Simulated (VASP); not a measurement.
# MoS2 in VASP: single point with PBE+D3(BJ)

Aim: the single point of MoS2 with PBE+D3(BJ).

Everything below comes from runs of VASP 6.6.1. Logs are shortened: lines on timing, memory, paths and dates and some standing lists are left out, and cuts for length are marked.

### 1 The cell of the first run

The cell holds a sheet with vacuum, 6 atoms: a = 3.160 Å, b = 3.160 Å, c = 42.354 Å, α = 90.00°, β = 90.00°, γ = 120.00°.

### 2 Single point, PBE+D3(BJ)

INCAR reads:

```
SYSTEM = MoS2
ALGO     = Normal         ! electronic algorithm
DIPOL    = 0.5 0.5 0.322
EDIFF    = 1E-7           ! SCF threshold, eV
ENCUT    = 520            ! plane-wave cutoff, eV
GGA      = PE             ! functional
IDIPOL   = 3            
ISIF     = 2              ! what is computed and relaxed
ISMEAR   = 0              ! smearing method
IVDW     = 12             ! dispersion correction
LASPH    = .TRUE.         ! aspherical terms in the spheres
LCHARG   = .FALSE.        ! write CHGCAR
LDIPOL   = .TRUE.       
LREAL    = .FALSE.        ! projectors in reciprocal space
LWAVE    = .FALSE.        ! write WAVECAR
NBANDS   = 35             ! bands
NELM     = 80             ! most SCF steps
PREC     = Accurate       ! precision mode
SIGMA    = 0.02           ! smearing width, eV
```

KPOINTS reads:

```
k-points
0
G
  12 12 1
  0 0 0
```

POSCAR reads:

```
MoS2
1.0
    3.1600000000      0.0000000000      0.0000000000
   -1.5800000000      2.7366402760      0.0000000000
    0.0000000000      0.0000000000     42.3539999998
S Mo
4 2
Direct
    0.6666666667      0.3333333333      0.2135673414
    0.6666666667      0.3333333333      0.2874249774
    0.3333333333      0.6666666667      0.3565991998
    0.3333333333      0.6666666667      0.4304568358
    0.3333333333      0.6666666667      0.2505162660
    0.6666666667      0.3333333333      0.3935079112
```

Potentials or basis: VASP PAW PBE potentials, release 64 (S, Mo_sv).

Started as:

```bash
$ cat potpaw_PBE.64/S/POTCAR potpaw_PBE.64/Mo_sv/POTCAR > POTCAR
$ mpirun -np 1 vasp_std > vasp.out
```

OUTCAR:

```text
SYSTEM = MoS2
   EDIFF = 1E-7
   ENCUT = 520
   GGA = PE
   ISIF = 2
   ISMEAR = 0
   IVDW = 12
   LASPH = .TRUE.
   LREAL = .FALSE.
   NELM = 80
   PREC = Accurate
 IVDW          = 12

 ion  position               nearest neighbor table
   1  0.667  0.333  0.214-   5 2.40   5 2.40   5 2.40
   2  0.667  0.333  0.287-   5 2.40   5 2.40   5 2.40
   3  0.333  0.667  0.357-   6 2.40   6 2.40   6 2.40
   4  0.333  0.667  0.430-   6 2.40   6 2.40   6 2.40
   5  0.333  0.667  0.251-   2 2.40   2 2.40   2 2.40   1 2.40   1 2.40   1 2.40
   6  0.667  0.333  0.394-   3 2.40   3 2.40   3 2.40   4 2.40   4 2.40   4 2.40

  LATTYP: Found a hexagonal cell.
 ALAT       =     3.1600000000
 C/A-ratio  =    13.4031645569

  Lattice vectors:

 A1 = (   3.1600000000,   0.0000000000,   0.0000000000)
 A2 = (  -1.5800000000,   2.7366402760,   0.0000000000)
 A3 = (   0.0000000000,   0.0000000000,  42.3539999998)

Analysis of symmetry for initial positions (statically):
=====================================================================
 Subroutine PRICEL returns:
 Original cell was already a primitive cell.

 Routine SETGRP: Setting up the symmetry group for a
 hexagonal supercell.

 Subroutine GETGRP returns: Found 12 space group operations
 (whereof  6 operations were pure point group operations)
 out of a pool of 24 trial point group operations.

The static configuration has the point symmetry C_3v.
 The point group associated with its full space group is D_3d.

Analysis of symmetry for dynamics (positions and initial velocities):
=====================================================================
 Subroutine PRICEL returns:
 Original cell was already a primitive cell.

 Routine SETGRP: Setting up the symmetry group for a
 hexagonal supercell.

 Subroutine GETGRP returns: Found 12 space group operations
 (whereof  6 operations were pure point group operations)
 out of a pool of 24 trial point group operations.

The dynamic configuration has the point symmetry C_3v.
 The point group associated with its full space group is D_3d.

 Subroutine INISYM returns: Found 12 space group operations
 (whereof  6 operations are pure point group operations),
 and found     1 'primitive' translations

----------------------------------------------------------------------------------------

                                     Primitive cell

  volume of cell :     366.2682

  direct lattice vectors                    reciprocal lattice vectors
     3.160000000  0.000000000  0.000000000     0.316455696  0.182705781  0.000000000
    -1.580000000  2.736640276  0.000000000     0.000000000  0.365411563  0.000000000
     0.000000000  0.000000000 42.354000000     0.000000000  0.000000000  0.023610521

  length of vectors
     3.160000000  3.160000000 42.354000000     0.365411563  0.365411563  0.023610521

  position of ions in fractional coordinates (direct lattice)
     0.666666667  0.333333333  0.213567341
     0.666666667  0.333333333  0.287424977
     0.333333333  0.666666667  0.356599200
     0.333333333  0.666666667  0.430456836
     0.333333333  0.666666667  0.250516266
     0.666666667  0.333333333  0.393507911

  ion indices of the primitive-cell ions
   primitive index   ion index
                 1           1
                 2           2
                 3           3
                 4           4
                 5           5
                 6           6

----------------------------------------------------------------------------------------

 KPOINTS: k-points

Automatic generation of k-mesh.
 Grid dimensions read from file:
 generate k-points for:   12   12    1

 Generating k-lattice:

  Cartesian coordinates                     Fractional coordinates (reciprocal lattice)
     0.026371308  0.015225482  0.000000000     0.083333333 -0.000000000  0.000000000
     0.000000000  0.030450964  0.000000000     0.000000000  0.083333333  0.000000000
     0.000000000  0.000000000  0.023610521     0.000000000  0.000000000  1.000000000

  Length of vectors
     0.030450964  0.030450964  0.023610521

  Shift w.r.t. Gamma in fractional coordinates (k-lattice)
     0.000000000  0.000000000  0.000000000

 Subroutine IBZKPT returns following result:
 ===========================================

 Found     19 irreducible k-points:

 Following reciprocal coordinates:
            Coordinates               Weight
  0.000000  0.000000  0.000000      1.000000
  0.083333  0.000000  0.000000      6.000000
  0.166667  0.000000  0.000000      6.000000
  0.250000  0.000000  0.000000      6.000000
  0.333333  0.000000  0.000000      6.000000
  0.416667  0.000000  0.000000      6.000000
[... 11 lines left out ...]
  0.333333  0.250000  0.000000     12.000000
  0.333333  0.333333  0.000000      2.000000
   k-points           NKPTS =     19   k-points in BZ     NKDIM =     19   number of bands    NBANDS=     35
   number of dos      NEDOS =    301   number of ions     NIONS =      6
   total plane-waves  NPLWV = 184320
   dimension x,y,z NGX =    24 NGY =   24 NGZ =  320
   dimension x,y,z NGXF=    48 NGYF=   48 NGZF=  640
   ions per type =               4   2
   NGX,Y,Z   is equivalent  to a cutoff of  12.63, 12.63, 12.56 a.u.
   NGXF,Y,Z  is equivalent  to a cutoff of  25.25, 25.25, 25.12 a.u.
 SYSTEM =  MoS2
   PREC   = accura    normal or accurate (medium, high low for compatibility)
   ISTART =      0    job   : 0-new  1-cont  2-samecut
   ICHARG =      2    charge: 1-file 2-atom 10-const
   ISPIN  =      1    spin polarized calculation?
   LNONCOLLINEAR =      F non collinear calculations
   LSORBIT =      F    spin-orbit coupling
   LASPH  =      T    aspherical Exc in radial PAW
   ENCUT  =  520.0 eV  38.22 Ry    6.18 a.u.   5.88  5.88 78.75*2*pi/ulx,y,z
   NELM   =     80;   NELMIN=  2; NELMDL= -5     # of ELM steps
   EDIFF  = 0.1E-06   stopping-criterion for ELM
   LREAL  =      F    real-space projection
   EDIFFG = 0.1E-05   stopping-criterion for IOM
   NSW    =      0    number of steps for IOM
   IBRION =     -1    ionic relax: 0-MD 1-quasi-New 2-CG
   NFREE  =      0    steps in history (QN), initial steepest desc. (CG)
   ISIF   =      2    stress and relaxation
   ISYM   =      2    0-nonsym 1-usesym 2-fastsym
   POTIM  = 0.5000    time-step for ionic-motion
   TEBEG  =    0.0;   TEEND  =   0.0 temperature during run
   PSTRESS=    0.0 pullay stress
   NELECT =      52.0000    total number of electrons
   NUPDOWN=      -1.0000    fix difference up-down
   EMIN   =  10.00;   EMAX   =-10.00  energy-range for DOS
   EFERMI =   0.00;   METHOD = LEGACY
   ISMEAR =     0;   SIGMA  =   0.02  broadening in eV -4-tet -1-fermi 0-gaus
   EFERMI_NEDOS =   21; number of points for ismear=-14 and -15
   IALGO  =     38    algorithm
   IMIX   =      4    mixing-type and parameters
     AMIX     =   0.40;   BMIX     =  1.00
     AMIX_MAG =   1.60;   BMIX_MAG =  1.00
  volume/ion in A,a.u.               =      61.04       411.95
  Fermi-wavevector in a.u.,A,eV,Ry     =   0.854036  1.613894  9.923784  0.729378
  Thomas-Fermi vector in A             =   1.970571
   LORBIT       =      0    0 simple, 1 ext, 2 COOP (PROOUT), +10 PAW based schemes
   GGA     = PE    functional components
   LHFCALC =     F    Hartree Fock is set to
   AEXX    =    0.0000 exact exchange contribution
   IVDW    =    12    specifies the selected vdW correction
   LEPSILON=     F    determine dielectric tensor
   LRPA    =     F    only Hartree local field effects (RPA)
 non-spin polarized calculation
 Gauss-broadening in eV      SIGMA  =   0.02
  energy-cutoff  :      520.00
  volume of cell :      366.27
 maximum number of plane-waves:      9918
 NGX is ok and might be reduce to    24
   NGX = 11   NGY = 11   NGZ =157

 dipolmoment           0.000000      0.000000     -0.000000 electrons x Angstroem

 number of electron      51.9999999 magnetization

 dipolmoment           0.000000      0.000000      0.000000 electrons x Angstroem

 Free energy of the ion-electron system (eV)
  ---------------------------------------------------
  ext. energy  EPLUGINS =         0.00000000
  ---------------------------------------------------
  free energy    TOTEN  =       -43.62956364 eV

  energy without entropy =      -43.62956364  energy(sigma->0) =      -43.62956364

 E-fermi :  -1.5180     XC(G=0):  -3.3983

 val. band max:       -1.6735187290   @ k =   0.0000   0.0000   0.0000
 cond. band min:      -0.4591682552   @ k =   0.1667   0.1667   0.0000
 fundamental gap:      1.2143504738
 Fermi energy:        -1.5180118279

 k-point     1 :       0.0000    0.0000    0.0000
  band No.  band energies     occupation
      1     -63.0161      2.00000
      2     -63.0161      2.00000
      3     -37.1722      2.00000
      4     -37.1721      2.00000
      5     -36.9426      2.00000
      6     -36.9426      2.00000
[... 27 lines left out ...]
     34       0.9276      0.00000
     35       3.2919      0.00000

 k-point     2 :       0.0833    0.0000    0.0000
  band No.  band energies     occupation
      1     -63.0134      2.00000
      2     -63.0134      2.00000
      3     -37.1668      2.00000
      4     -37.1667      2.00000
      5     -36.9701      2.00000
      6     -36.9701      2.00000
[... 27 lines left out ...]
     34       0.8551      0.00000
     35       3.4536      0.00000

 k-point     3 :       0.1667    0.0000    0.0000
  band No.  band energies     occupation
      1     -63.0058      2.00000
      2     -63.0058      2.00000
      3     -37.1521      2.00000
      4     -37.1520      2.00000
      5     -37.0446      2.00000
      6     -37.0446      2.00000
[... 27 lines left out ...]
     34       1.2766      0.00000
     35       3.8668      0.00000
[... 533 lines left out ...]
 k-point    18 :       0.3333    0.2500    0.0000
  band No.  band energies     occupation
      1     -62.9711      2.00000
      2     -62.9711      2.00000
      3     -37.2730      2.00000
      4     -37.2730      2.00000
      5     -37.1509      2.00000
      6     -37.1509      2.00000
[... 27 lines left out ...]
     34       2.7775      0.00000
     35       4.8010      0.00000

 k-point    19 :       0.3333    0.3333    0.0000
  band No.  band energies     occupation
      1     -62.9697      2.00000
      2     -62.9697      2.00000
      3     -37.2429      2.00000
      4     -37.2429      2.00000
      5     -37.1977      2.00000
      6     -37.1977      2.00000
[... 27 lines left out ...]
     34       2.7804      0.00000
     35       4.7062      0.00000

------------------------ aborting loop because EDIFF is reached ----------------------------------------

 vacuum level on the upper side and lower side of the slab       (xc-potential included)        -0.052        -0.053

 Edisp (eV)   -2.24127

 E8    (eV) :    -0.9366

  FORCE on cell =-STRESS in cart. coord.  units (eV):
  Direction    XX          YY          ZZ          XY          YZ          ZX
  --------------------------------------------------------------------------------------
  -------------------------------------------------------------------------------------
  Total      -0.55576    -0.55576    -0.12916     0.00000     0.00000    -0.00000
  in kB      -2.43110    -2.43110    -0.56499     0.00000     0.00000    -0.00000
  external pressure =       -1.81 kB  Pullay stress =        0.00 kB

 VOLUME and BASIS-vectors are now :
 -----------------------------------------------------------------------------
  energy-cutoff  :      520.00
  volume of cell :      366.27
      direct lattice vectors                 reciprocal lattice vectors
     3.160000000  0.000000000  0.000000000     0.316455696  0.182705781  0.000000000
    -1.580000000  2.736640276  0.000000000     0.000000000  0.365411563  0.000000000
     0.000000000  0.000000000 42.354000000     0.000000000  0.000000000  0.023610521

 POSITION                                       TOTAL-FORCE (eV/Angst)
 -----------------------------------------------------------------------------------
      1.58000      0.91221      9.04543        -0.000000     -0.000000      0.014713
      1.58000      0.91221     12.17360        -0.000000     -0.000000     -0.012050
     -0.00000      1.82443     15.10340         0.000000      0.000000      0.012050
     -0.00000      1.82443     18.23157         0.000000      0.000000     -0.014713
     -0.00000      1.82443     10.61037         0.000000     -0.000000     -0.002797
      1.58000      0.91221     16.66663        -0.000000      0.000000      0.002797
 -----------------------------------------------------------------------------------
    total drift:                               -0.000000      0.000000      0.000019

  FREE ENERGIE OF THE ION-ELECTRON SYSTEM (eV)
  ---------------------------------------------------
  free  energy   TOTEN  =       -45.8708292162 eV

  energy  without entropy=      -45.8708292162  energy(sigma->0) =      -45.87082922

 vacuum level on the upper side and lower side of the slab         3.714         3.714
```

Wall time 7 min (1 thread of Intel Xeon Platinum 8488C (Sapphire Rapids), shared host); peak memory 0.55 GiB.

What came out:

- Free energy: -45.8708 eV
- Largest force: 0.015 eV/Å
- Band gap on the k mesh: 1.21 eV (least direct gap 1.72 eV)
- Dispersion energy per atom: -0.374 eV

Forces on the atoms (eV/Å):
```
S    0.000  0.000  0.015
S    0.000  0.000 -0.012
S    0.000  0.000  0.012
S    0.000  0.000 -0.015
Mo   0.000  0.000 -0.003
Mo   0.000  0.000  0.003
```
